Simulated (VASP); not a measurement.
Runs of VASP 6.6.1 on C. The structure is that of space group Fd-3m (No. 227), or close to it. The cells are those of the table. 

```tsv
task	cell	cutoff (eV)	gap on the mesh (eV)	pressure (GPa)
single point	a = 2.447 Å, angles 60.0°, 2 atoms	520	(a)	49.7
single point	a = 2.522 Å, angles 60.0°, 2 atoms	520	4.15	2.5
single point	a = 2.550 Å, angles 60.0°, 2 atoms	520	(c)	-11.5
relaxation of cell and atoms	relaxed from a = 2.522 Å, angles 60.0°, 2 atoms	600	4.14	0.0
single point	a = 2.420 Å, angles 60.0°, 2 atoms	520	4.45	71.2
single point	a = 2.500 Å, angles 60.0°, 2 atoms	520	4.21	(b)
single point	a = 2.525 Å, angles 60.0°, 2 atoms	520	4.14	(d)
```

Alike in all rows: level PBE; potentials or basis VASP PAW PBE potentials, release 64 (C); no spin polarisation; k mesh 12 × 12 × 12; smearing gaussian 0.02 eV.

**Question.** Fill in the values left out.

**Answer.** (a) 4.36; (b) 14.8; (c) 4.08; (d) 0.7.

A k mesh can miss the band edges.
